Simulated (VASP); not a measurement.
# Ba2SiGe in VASP: notebook, part 2 of 2

VASP 6.6.1.

### Step 3. Single point, PBE

INCAR reads:

```
PREC = Accurate ; ENCUT = 520
EDIFF = 1E-6 ; ISMEAR = 0
SIGMA = 0.1 ; LREAL = False
LASPH = True ; NELM = 80
ALGO = Normal ; ISIF = 2
LWAVE = False ; LCHARG = True
LDIPOL = True ; IDIPOL = 3
DIPOL = 0.5 0.5 0.502 ; GGA = PE
LELF = True ; LVHAR = True
LVACPOTAV = True ; NBANDS = 27
```

KPOINTS reads:

```
Automatic mesh
0
Gamma
  4 4 1
```

POSCAR reads:

```
Ba2SiGe
1.0
    4.3596239600      0.0000000000      0.0000000000
    0.0000000000      4.3596239600      0.0000000000
    0.0000000000      0.0000000000     18.0000000000
Ba Si Ge
2 1 1
Direct
    0.0000000000      0.5000000000      0.4274957600
    0.5000000000      0.0000000000      0.5785042400
    0.0000000000      0.5000000000      0.6015616600
    0.5000000000      0.0000000000      0.3984383400
```

Potentials or basis: VASP PAW PBE potentials, release 64 (Ba_sv, Si, Ge_d).

The run is started by

```
> cat potpaw_PBE.64/Ba_sv/POTCAR potpaw_PBE.64/Si/POTCAR potpaw_PBE.64/Ge_d/POTCAR > POTCAR
> mpirun -np 1 vasp_std > vasp.out
```

OUTCAR:

```text
PREC = Accurate
   ENCUT = 520
   EDIFF = 1E-6
   ISMEAR = 0
   LREAL = False
   LASPH = True
   NELM = 80
   ISIF = 2
   GGA = PE

 ion  position               nearest neighbor table
   1  0.000  0.500  0.427-   4 3.13   4 3.13   4 3.13   4 3.13   3 3.13   2 4.11   2 4.11   2 4.11
                             2 4.11
   2  0.500  0.000  0.579-   3 3.11   3 3.11   3 3.11   3 3.11   4 3.24   1 4.11   1 4.11   1 4.11
                             1 4.11
   3  0.000  0.500  0.602-   2 3.11   2 3.11   2 3.11   2 3.11   1 3.13
   4  0.500  0.000  0.398-   1 3.13   1 3.13   1 3.13   1 3.13   2 3.24

  LATTYP: Found a simple tetragonal cell.
 ALAT       =     4.3596239600
 C/A-ratio  =     4.1287964662

  Lattice vectors:

 A1 = (   4.3596239600,   0.0000000000,   0.0000000000)
 A2 = (   0.0000000000,   4.3596239600,   0.0000000000)
 A3 = (   0.0000000000,   0.0000000000,  18.0000000000)

Analysis of symmetry for initial positions (statically):
=====================================================================
 Subroutine PRICEL returns:
 Original cell was already a primitive cell.

 Routine SETGRP: Setting up the symmetry group for a
 simple tetragonal supercell.

 Subroutine GETGRP returns: Found  8 space group operations
 (whereof  4 operations were pure point group operations)
 out of a pool of 16 trial point group operations.

The static configuration has the point symmetry C_2v.
 The point group associated with its full space group is C_4v.

Analysis of symmetry for dynamics (positions and initial velocities):
=====================================================================
 Subroutine PRICEL returns:
 Original cell was already a primitive cell.

 Routine SETGRP: Setting up the symmetry group for a
 simple tetragonal supercell.

 Subroutine GETGRP returns: Found  8 space group operations
 (whereof  4 operations were pure point group operations)
 out of a pool of 16 trial point group operations.

The dynamic configuration has the point symmetry C_2v.
 The point group associated with its full space group is C_4v.
[... 108 lines left out ...]
   LORBIT       =      0    0 simple, 1 ext, 2 COOP (PROOUT), +10 PAW based schemes
   GGA     = PE    functional components
   LHFCALC =     F    Hartree Fock is set to
   AEXX    =    0.0000 exact exchange contribution
   IVDW    =     0    specifies the selected vdW correction
   LEPSILON=     F    determine dielectric tensor
   LRPA    =     F    only Hartree local field effects (RPA)
 non-spin polarized calculation
 Gauss-broadening in eV      SIGMA  =   0.10
  energy-cutoff  :      520.00
  volume of cell :      342.11
 maximum number of plane-waves:      9280
   NGX = 17   NGY = 17   NGZ = 67

 dipolmoment           0.000000      0.000000      0.002650 electrons x Angstroem

 number of electron      37.9999988 magnetization

 dipolmoment           0.000000      0.000000     -0.001186 electrons x Angstroem

 Free energy of the ion-electron system (eV)
  ---------------------------------------------------
  ext. energy  EPLUGINS =         0.00000000
  ---------------------------------------------------
  free energy    TOTEN  =       -11.53968540 eV

  energy without entropy =      -11.50245559  energy(sigma->0) =      -11.52107049

 E-fermi :  -1.5031     XC(G=0):  -4.1053

 val. band max:       -1.5985966169   @ k =   0.2500   0.0000   0.0000
 cond. band min:      -1.4730120995   @ k =   0.5000   0.5000   0.0000
 fundamental gap:      0.1255845175
 Fermi energy:        -1.5030687074

 k-point     1 :       0.0000    0.0000    0.0000
  band No.  band energies     occupation
      1     -28.8818      2.00000
      2     -28.7737      2.00000
      3     -25.4427      2.00000
      4     -25.4296      2.00000
      5     -25.3876      2.00000
      6     -25.3876      2.00000
[... 169 lines left out ...]
     26       3.6750      0.00000
     27       3.6750      0.00000

------------------------ aborting loop because EDIFF is reached ----------------------------------------

  FORCE on cell =-STRESS in cart. coord.  units (eV):
  Direction    XX          YY          ZZ          XY          YZ          ZX
  --------------------------------------------------------------------------------------
  -------------------------------------------------------------------------------------
  Total        5.3310501      5.3310501      4.9559254      0.0000000      0.0000000      0.0000000
  in kB       24.9662193     24.9662193     23.2094463      0.0000000      0.0000000      0.0000000
  external PRESSURE =      24.3806283 kB  Pullay stress =       0.0000000 kB

 VOLUME and BASIS-vectors are now :
 -----------------------------------------------------------------------------
  energy-cutoff  :      520.00
  volume of cell :      342.11
      direct lattice vectors                 reciprocal lattice vectors
     4.359623960  0.000000000  0.000000000     0.229377581  0.000000000  0.000000000
     0.000000000  4.359623960  0.000000000     0.000000000  0.229377581  0.000000000
     0.000000000  0.000000000 18.000000000     0.000000000  0.000000000  0.055555556

 POSITION                                       TOTAL-FORCE (eV/Angst)
 -----------------------------------------------------------------------------------
      0.00000      2.17981      7.69492         0.000000      0.000000     -0.921670
      2.17981      0.00000     10.41308         0.000000      0.000000      0.834878
      0.00000      2.17981     10.82811         0.000000      0.000000      0.750246
      2.17981      0.00000      7.17189         0.000000      0.000000     -0.663454
 -----------------------------------------------------------------------------------
    total drift:                                0.000000     -0.000000      0.000323

  FREE ENERGIE OF THE ION-ELECTRON SYSTEM (eV)
  ---------------------------------------------------
  free  energy   TOTEN  =       -11.5396854007 eV

  energy  without entropy=      -11.5024555873  energy(sigma->0) =      -11.52107049

 vacuum level on the upper side and lower side of the slab         2.854         2.865
```

OSZICAR:

```text
N       E                     dE             d eps       ncg     rms          rms(c)
DAV:   1     0.347897935916E+03    0.34790E+03   -0.16046E+04   340   0.133E+03
DAV:   2     0.385717991702E+02   -0.30933E+03   -0.29981E+03   420   0.297E+02
DAV:   3    -0.104239507904E+02   -0.48996E+02   -0.48610E+02   495   0.126E+02
[... 15 lines left out ...]
DAV:  19    -0.115395983478E+02   -0.13275E-03   -0.14398E-05   338   0.101E-02    0.239E-03
DAV:  20    -0.115396687397E+02   -0.70392E-04   -0.10147E-05   340   0.581E-03    0.106E-03
DAV:  21    -0.115396817670E+02   -0.13027E-04   -0.95660E-07   295   0.226E-03    0.597E-04
DAV:  22    -0.115396852081E+02   -0.34411E-05   -0.24191E-07   283   0.161E-03    0.285E-04
DAV:  23    -0.115396854007E+02   -0.19256E-06   -0.18515E-08   311   0.695E-04
   1 F= -.11539685E+02 E0= -.11521070E+02  d E =-.372298E-01
```

stdout:

```text
POSCAR found type information on POSCAR BaSiGe
 POSCAR found :  3 types and       4 ions
 scaLAPACK will be used
 LDA part: xc-table for (Slater+PW92), standard interpolation
 POSCAR, INCAR and KPOINTS ok, starting setup
 FFT: planning ... GRIDC
 FFT: planning ... GRID_SOFT
 FFT: planning ... GRID
 WAVECAR not read
 entering main loop
 -----------------------------------------------------------------------------
|                                                                             |
|           W    W    AA    RRRRR   N    N  II  N    N   GGGG   !!!           |
|           W    W   A  A   R    R  NN   N  II  NN   N  G    G  !!!           |
|           W    W  A    A  R    R  N N  N  II  N N  N  G       !!!           |
|           W WW W  AAAAAA  RRRRR   N  N N  II  N  N N  G  GGG   !            |
|           WW  WW  A    A  R   R   N   NN  II  N   NN  G    G                |
|           W    W  A    A  R    R  N    N  II  N    N   GGGG   !!!           |
|                                                                             |
|     Did not find any points to average over, which means that no vacuum     |
|     field-free region was found. Please increase the size of  your cell     |
|     in the dimension of the dipole correction to obtain accurate            |
|     workfunction values.                                                    |
|                                                                             |
 -----------------------------------------------------------------------------
```

It took 54 s on 1 thread of Intel Xeon 6975P-C (Granite Rapids), shared host; peak memory 0.4 GiB.

What came out:

```
Free energy            : -11.5397 eV
Largest force          : 0.922 eV/Å
Band gap on the k mesh : zero (bands 19 and 20 overlap by 1.49 eV)
```

Forces on the atoms (eV/Å):
```
Ba   0.000  0.000 -0.922
Ba   0.000  0.000  0.835
Si   0.000  0.000  0.750
Ge   0.000  0.000 -0.663
```

Levels at points of the mesh, in eV from the Fermi level:
```
           k point  band 16  band 17  band 18  band 19  band 20  band 21  band 22  band 23
(0.00, 0.00, 0.00)    -0.70    -0.26     0.28     1.07     1.07     1.43     1.43     1.61
(0.50, 0.00, 0.00)    -2.00    -1.98    -0.69    -0.64    -0.42    -0.40     3.11     3.15
(0.50, 0.50, 0.00)     0.03     0.03     0.19     0.25     0.38     0.38     0.96     0.96
```

Caveat: the k points lie up to 0.36 Å⁻¹ apart, too coarse for converged energies and pressures of a metal; spin-orbit coupling is left out, which moves the levels of the heavy elements.

The gap in the log of VASP goes by the Fermi energy; the results here count the filled bands.